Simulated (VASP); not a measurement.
Crystal: LiF.

```
Li F
1.0
     0.00000    1.99487    1.99487
     2.00485    0.00000    1.99487
     2.00485    1.99487    0.00000
Li F
1 1
Direct
  0.00000 0.00000 0.00000
  0.50000 0.50000 0.50000
```

This cell differs from its parent crystal: uniaxial x strain +0.5%.

Base run:

- Program: VASP 6.6.1
- Functional: r2SCAN
- Potentials or basis: VASP PAW PBE potentials, release 64 (Li_sv, F)
- Cutoff: 520 eV
- k mesh: 10 × 10 × 10
- Occupations: gaussian, width 0.01 eV
- Spin: no spin polarisation

Its results: band gap on the k mesh 10.50 eV, direct.

Question: The run is repeated on the same cell with these changes: functional from r2SCAN to PBE; occupations from gaussian, width 0.01 eV to fermi-dirac, width 0.02 eV. What comes out?

Answer: Band gap on the k mesh 9.30 eV, direct.

A k mesh can miss the band edges.
